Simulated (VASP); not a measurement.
# Si2Mo (I4/mmm) in VASP: single point with PBE

Aim: the single point of Si2Mo with PBE.

Program: VASP 6.6.1. These are calculated values, not measurements. Logs are shortened: lines on timing, memory, paths and dates and some standing lists are left out, and cuts for length are marked.

## (1) The cell of the first run

Symmetry: I4/mmm, No. 139, tetragonal system. Conventional cell: a = 3.217 Å, b = 3.217 Å, c = 7.873 Å, α = 90.00°, β = 90.00°, γ = 90.00°. Within 3.4 Å of Si (site symmetry 4mm) lie 9 Si at 2.60 to 3.22 Å and 5 Mo at 2.62 to 2.64 Å. Mo (site symmetry 4/mmm) has 10 Si at 2.62 to 2.64 Å and 4 Mo at 3.22 Å within 3.5 Å.

## (2) Single point, PBE

The input, INCAR:

```
ALGO     = Normal         # electronic algorithm
EDIFF    = 1E-6           # SCF threshold, eV
ENCUT    = 520            # plane-wave cutoff, eV
GGA      = PE             # functional
ISIF     = 2              # what is computed and relaxed
ISMEAR   = 0              # smearing method
LASPH    = True           # aspherical terms in the spheres
LCHARG   = True           # write CHGCAR
LELF     = True           # ELF
LREAL    = Auto         
LVHAR    = True         
LWAVE    = False          # write WAVECAR
NBANDS   = 118            # bands
NELM     = 100            # most SCF steps
PREC     = Accurate       # precision mode
SIGMA    = 0.1            # smearing width, eV
```

The input, KPOINTS:

```
k-points
0
Gamma
  4 4 4
```

The input, POSCAR:

```
Si2Mo
1.0
    0.0000000000      0.0000000000     -7.8730199340
    4.8252710621      4.8252710621     -3.9365099670
    4.8252710621     -4.8252710621     -3.9365099670
Si Mo
18 9
Direct
    0.3315675300      0.0000000000      0.6666666667
    0.9982341967      0.0000000000      0.3333333333
    0.3315675300      0.3333333333      0.3333333333
    0.6649008633      0.3333333333      0.6666666667
    0.9982341967      0.6666666667      0.6666666667
    0.6649008633      0.0000000000      1.0000000000
    0.9982341967      0.3333333333      1.0000000000
    0.3315675300      0.6666666667      1.0000000000
    0.6649008633      0.6666666667      0.3333333333
    0.0017658033      0.0000000000      0.6666666667
    0.6684324700      0.0000000000      0.3333333333
    0.0017658033      0.3333333333      0.3333333333
    0.3350991367      0.3333333333      0.6666666667
    0.6684324700      0.6666666667      0.6666666667
    0.3350991367      0.0000000000      1.0000000000
    0.6684324700      0.3333333333      1.0000000000
    0.0017658033      0.6666666667      1.0000000000
    0.3350991367      0.6666666667      0.3333333333
    0.0000000000      0.3333333333      0.6666666667
    0.6666666667      0.3333333333      0.3333333333
    0.0000000000      0.6666666667      0.3333333333
    0.3333333333      0.6666666667      0.6666666667
    0.6666666667      0.0000000000      0.6666666667
    0.3333333333      0.3333333333      1.0000000000
    0.6666666667      0.6666666667      1.0000000000
    1.0000000000      0.0000000000      1.0000000000
    0.3333333333      0.0000000000      0.3333333333
```

Potentials or basis: VASP PAW PBE potentials, release 64 (Si, Mo_sv).

On the command line:

```console
$ cat potpaw_PBE.64/Si/POTCAR potpaw_PBE.64/Mo_sv/POTCAR > POTCAR
$ mpirun -np 1 vasp_std > vasp.out
```

OUTCAR:

```text
EDIFF = 1E-6
   ENCUT = 520
   GGA = PE
   ISIF = 2
   ISMEAR = 0
   LASPH = True
   LREAL = Auto
   NELM = 100
   PREC = Accurate

 ion  position               nearest neighbor table
   1  0.332  0.000  0.667-  10 2.60  19 2.62  22 2.62  26 2.62  27 2.62  23 2.64  15 2.64  13 2.64
                            14 2.64  11 2.64
   2  0.998  0.000  0.333-  11 2.60  20 2.62  21 2.62  26 2.62  23 2.62  27 2.64  12 2.64  18 2.64
                            15 2.64  10 2.64
   3  0.332  0.333  0.333-  12 2.60  24 2.62  27 2.62  19 2.62  21 2.62  20 2.64  16 2.64  11 2.64
                            18 2.64  13 2.64
   4  0.665  0.333  0.667-  13 2.60  23 2.62  24 2.62  20 2.62  22 2.62  19 2.64  16 2.64  10 2.64
                            12 2.64  14 2.64
   5  0.998  0.667  0.667-  14 2.60  23 2.62  25 2.62  19 2.62  21 2.62  22 2.64  17 2.64  10 2.64
                            18 2.64  13 2.64
   6  0.665  0.000  0.000-  15 2.60  23 2.62  25 2.62  24 2.62  27 2.62  26 2.64  16 2.64  11 2.64
                            17 2.64  10 2.64
   7  0.998  0.333  0.000-  16 2.60  19 2.62  20 2.62  26 2.62  25 2.62  24 2.64  12 2.64  13 2.64
                            15 2.64  17 2.64
   8  0.332  0.667  0.000-  17 2.60  21 2.62  22 2.62  26 2.62  24 2.62  25 2.64  18 2.64  15 2.64
                            14 2.64  16 2.64
   9  0.665  0.667  0.333-  18 2.60  25 2.62  27 2.62  20 2.62  22 2.62  21 2.64  11 2.64  17 2.64
                            12 2.64  14 2.64
  10  0.002  0.000  0.667-   1 2.60  19 2.62  22 2.62  26 2.62  27 2.62  23 2.64   5 2.64   6 2.64
                             4 2.64   2 2.64
  11  0.668  0.000  0.333-   2 2.60  20 2.62  21 2.62  26 2.62  23 2.62  27 2.64   9 2.64   3 2.64
                             6 2.64   1 2.64
[... 37 lines left out ...]
  Lattice vectors:

 A1 = (   4.8252710621,   4.8252710621,   3.9365099670)
 A2 = (  -4.8252710621,  -4.8252710621,   3.9365099670)
 A3 = (   4.8252710621,  -4.8252710621,  -3.9365099670)

Analysis of symmetry for initial positions (statically):
=====================================================================
 Subroutine PRICEL returns following result:

  LATTYP: Found a body centered tetragonal cell.
 ALAT       =     3.2168473744
 C/A-ratio  =     2.4474334702

  Lattice vectors:

 A1 = (   1.6084236877,  -1.6084236877,   3.9365099662)
 A2 = (  -1.6084236872,   1.6084236872,   3.9365099666)
 A3 = (  -1.6084236877,  -1.6084236867,  -3.9365099662)

   9 primitive cells build up your supercell.

 Routine SETGRP: Setting up the symmetry group for a
 body centered tetragonal supercell.

 Subroutine GETGRP returns: Found 16 space group operations
 (whereof 16 operations were pure point group operations)
 out of a pool of 16 trial point group operations.

The static configuration has the point symmetry D_4h.

Analysis of symmetry for dynamics (positions and initial velocities):
=====================================================================
 Subroutine PRICEL returns following result:

  LATTYP: Found a body centered tetragonal cell.
 ALAT       =     3.2168473744
 C/A-ratio  =     2.4474334702

  Lattice vectors:

 A1 = (   1.6084236877,  -1.6084236877,   3.9365099662)
 A2 = (  -1.6084236872,   1.6084236872,   3.9365099666)
 A3 = (  -1.6084236877,  -1.6084236867,  -3.9365099662)

   9 primitive cells build up your supercell.

 Routine SETGRP: Setting up the symmetry group for a
 body centered tetragonal supercell.

 Subroutine GETGRP returns: Found 16 space group operations
 (whereof 16 operations were pure point group operations)
 out of a pool of 16 trial point group operations.

The dynamic configuration has the point symmetry D_4h.

 Subroutine INISYM returns: Found 16 space group operations
 (whereof 16 operations are pure point group operations),
 and found     9 'primitive' translations

----------------------------------------------------------------------------------------

                                     Primitive cell

  volume of cell :      40.7354

  direct lattice vectors                    reciprocal lattice vectors
     1.608423688 -1.608423688  3.936509966    -0.000000000 -0.310863365  0.127016064
    -1.608423687  1.608423687  3.936509967    -0.310863365  0.000000000  0.127016064
    -1.608423688 -1.608423687 -3.936509966    -0.310863365 -0.310863365 -0.000000000

  length of vectors
     4.546445230  4.546445230  4.546445230     0.335811126  0.335811126  0.439627187

  position of ions in fractional coordinates (direct lattice)
     0.335099137  0.335099137  0.000000000
     0.664900863  0.664900863  1.000000000
     1.000000000  1.000000000  1.000000000

  ion indices of the primitive-cell ions
   primitive index   ion index
                 1           1
                 2          10
                 3          22

----------------------------------------------------------------------------------------

 KPOINTS: k-points

Automatic generation of k-mesh.
 Grid dimensions read from file:
 generate k-points for:    4    4    4

 Generating k-lattice:

  Cartesian coordinates                     Fractional coordinates (reciprocal lattice)
    -0.025905280  0.000000000 -0.031754016     0.250000000  0.000000000  0.000000000
     0.025905280  0.025905280  0.000000000     0.000000000  0.250000000  0.000000000
     0.025905280 -0.025905280  0.000000000     0.000000000  0.000000000  0.250000000

  Length of vectors
     0.040980496  0.036635599  0.036635599

  Shift w.r.t. Gamma in fractional coordinates (k-lattice)
     0.000000000  0.000000000  0.000000000

 Subroutine IBZKPT returns following result:
 ===========================================

 Found     13 irreducible k-points:

 Following reciprocal coordinates:
            Coordinates               Weight
  0.000000  0.000000  0.000000      1.000000
  0.250000  0.000000  0.000000      8.000000
  0.500000  0.000000  0.000000      4.000000
  0.000000  0.250000  0.000000      4.000000
  0.500000  0.250000  0.000000      8.000000
 -0.250000  0.250000  0.000000     16.000000
  0.000000  0.500000  0.000000      2.000000
  0.000000  0.250000  0.250000      4.000000
  0.500000  0.250000  0.250000      2.000000
 -0.250000  0.250000  0.250000      8.000000
  0.000000  0.500000  0.250000      4.000000
  0.500000 -0.250000  0.250000      2.000000
  0.000000  0.500000  0.500000      1.000000
   k-points           NKPTS =     13   k-points in BZ     NKDIM =     13   number of bands    NBANDS=    118
   number of dos      NEDOS =    301   number of ions     NIONS =     27
   total plane-waves  NPLWV = 216000
   dimension x,y,z NGX =    60 NGY =   60 NGZ =   60
   dimension x,y,z NGXF=   120 NGYF=  120 NGZF=  120
   ions per type =              18   9
   NGX,Y,Z   is equivalent  to a cutoff of  12.67, 12.66, 12.66 a.u.
   NGXF,Y,Z  is equivalent  to a cutoff of  25.34, 25.32, 25.32 a.u.
 SYSTEM =  unknown system
   PREC   = accura    normal or accurate (medium, high low for compatibility)
   ISTART =      0    job   : 0-new  1-cont  2-samecut
   ICHARG =      2    charge: 1-file 2-atom 10-const
   ISPIN  =      1    spin polarized calculation?
   LNONCOLLINEAR =      F non collinear calculations
   LSORBIT =      F    spin-orbit coupling
   LASPH  =      T    aspherical Exc in radial PAW
   ENCUT  =  520.0 eV  38.22 Ry    6.18 a.u.  14.64 14.65 14.65*2*pi/ulx,y,z
   NELM   =    100;   NELMIN=  2; NELMDL= -5     # of ELM steps
   EDIFF  = 0.1E-05   stopping-criterion for ELM
   LREAL  =      T    real-space projection
   EDIFFG = 0.1E-04   stopping-criterion for IOM
   NSW    =      0    number of steps for IOM
   IBRION =     -1    ionic relax: 0-MD 1-quasi-New 2-CG
   NFREE  =      0    steps in history (QN), initial steepest desc. (CG)
   ISIF   =      2    stress and relaxation
   ISYM   =      2    0-nonsym 1-usesym 2-fastsym
   POTIM  = 0.5000    time-step for ionic-motion
   TEBEG  =    0.0;   TEEND  =   0.0 temperature during run
   PSTRESS=    0.0 pullay stress
   NELECT =     198.0000    total number of electrons
   NUPDOWN=      -1.0000    fix difference up-down
   EMIN   =  10.00;   EMAX   =-10.00  energy-range for DOS
   EFERMI =   0.00;   METHOD = LEGACY
   ISMEAR =     0;   SIGMA  =   0.10  broadening in eV -4-tet -1-fermi 0-gaus
   EFERMI_NEDOS =   21; number of points for ismear=-14 and -15
   IALGO  =     38    algorithm
   IMIX   =      4    mixing-type and parameters
     AMIX     =   0.40;   BMIX     =  1.00
     AMIX_MAG =   1.60;   BMIX_MAG =  1.00
  volume/ion in A,a.u.               =      13.58        91.63
  Fermi-wavevector in a.u.,A,eV,Ry     =   1.333189  2.519361 24.182889  1.777392
  Thomas-Fermi vector in A             =   2.462066
   LORBIT       =      0    0 simple, 1 ext, 2 COOP (PROOUT), +10 PAW based schemes
   GGA     = PE    functional components
   LHFCALC =     F    Hartree Fock is set to
   AEXX    =    0.0000 exact exchange contribution
   IVDW    =     0    specifies the selected vdW correction
   LEPSILON=     F    determine dielectric tensor
   LRPA    =     F    only Hartree local field effects (RPA)
 non-spin polarized calculation
 Gauss-broadening in eV      SIGMA  =   0.10
  energy-cutoff  :      520.00
  volume of cell :      366.62
 maximum number of plane-waves:      9903
 NGX is ok and might be reduce to    60
   NGX = 29   NGY = 29   NGZ = 29

 number of electron     198.0000020 magnetization

 Free energy of the ion-electron system (eV)
  ---------------------------------------------------
  ext. energy  EPLUGINS =         0.00000000
  ---------------------------------------------------
  free energy    TOTEN  =      -209.38337595 eV

  energy without entropy =     -209.36782819  energy(sigma->0) =     -209.37560207

 E-fermi :  12.0132     XC(G=0): -12.3693

 val. band max:       11.9697929728   @ k =  -0.2500   0.2500   0.2500
 cond. band min:      12.0717662558   @ k =   0.2500   0.0000   0.0000
 fundamental gap:      0.1019732830
 Fermi energy:        12.0132331017

 k-point     1 :       0.0000    0.0000    0.0000
  band No.  band energies     occupation
      1     -48.6663      2.00000
      2     -48.6531      2.00000
      3     -48.6531      2.00000
      4     -48.6531      2.00000
      5     -48.6531      2.00000
      6     -48.6409      2.00000
[... 1471 lines left out ...]
    110      13.7382      0.00000
    111      13.7382      0.00000
 [bands above 111 left out]

------------------------ aborting loop because EDIFF is reached ----------------------------------------

  FORCE on cell =-STRESS in cart. coord.  units (eV):
  Direction    XX          YY          ZZ          XY          YZ          ZX
  --------------------------------------------------------------------------------------
  -------------------------------------------------------------------------------------
  Total        0.2753706      0.2753706      0.5119930      0.0000000      0.0000000     -0.0000000
  in kB        1.2034095      1.2034095      2.2374836      0.0000000      0.0000000     -0.0000000
  external PRESSURE =       1.5481009 kB  Pullay stress =       0.0000000 kB

 VOLUME and BASIS-vectors are now :
 -----------------------------------------------------------------------------
  energy-cutoff  :      520.00
  volume of cell :      366.62
      direct lattice vectors                 reciprocal lattice vectors
     0.000000000  0.000000000 -7.873019934    -0.103621122  0.000000000 -0.127016064
     4.825271062  4.825271062 -3.936509967     0.103621122  0.103621122  0.000000000
     4.825271062 -4.825271062 -3.936509967     0.103621122 -0.103621122  0.000000000

 POSITION                                       TOTAL-FORCE (eV/Angst)
 -----------------------------------------------------------------------------------
      3.21685     -3.21685     -5.23478         0.000000     -0.000000     -0.018139
      1.60842     -1.60842     -9.17129        -0.000000      0.000000     -0.018139
      3.21685      0.00000     -5.23478        -0.000000     -0.000000     -0.018139
      4.82527     -1.60842     -9.17129         0.000000     -0.000000     -0.018139
      6.43369      0.00000    -13.10780         0.000000     -0.000000     -0.018139
      0.00000      0.00000     -5.23478         0.000000     -0.000000     -0.018139
[... 19 lines left out ...]
      0.00000      0.00000      0.00000        -0.000000     -0.000000     -0.000000
      1.60842     -1.60842     -3.93651        -0.000000     -0.000000     -0.000000
 -----------------------------------------------------------------------------------
    total drift:                                0.000000      0.000000     -0.000000

  FREE ENERGIE OF THE ION-ELECTRON SYSTEM (eV)
  ---------------------------------------------------
  free  energy   TOTEN  =      -209.3833759471 eV

  energy  without entropy=     -209.3678281889  energy(sigma->0) =     -209.37560207
```

Wall time 36 min (1 thread of Oxide Virtual Turin-like, shared host); peak memory 0.66 GiB.

Results:

```
Free energy            : -209.3834 eV
Pressure               : 0.2 GPa
Largest force          : 0.018 eV/Å
Band gap on the k mesh : zero (band 99 reaches 12.49 eV, above the bottom of band 100 at 11.59 eV)
```

Forces in eV/Å, atoms in the order of the input:
```
Si   0.000  0.000 -0.018
Si   0.000  0.000 -0.018
Si   0.000  0.000 -0.018
Si   0.000  0.000 -0.018
Si   0.000  0.000 -0.018
Si   0.000  0.000 -0.018
Si   0.000  0.000 -0.018
Si   0.000  0.000 -0.018
Si   0.000  0.000 -0.018
Si   0.000  0.000  0.018
Si   0.000  0.000  0.018
Si   0.000  0.000  0.018
Si   0.000  0.000  0.018
Si   0.000  0.000  0.018
Si   0.000  0.000  0.018
Si   0.000  0.000  0.018
Si   0.000  0.000  0.018
Si   0.000  0.000  0.018
Mo   0.000  0.000  0.000
Mo   0.000  0.000  0.000
Mo   0.000  0.000  0.000
Mo   0.000  0.000  0.000
Mo   0.000  0.000  0.000
Mo   0.000  0.000  0.000
Mo   0.000  0.000  0.000
Mo   0.000  0.000  0.000
Mo   0.000  0.000  0.000
```
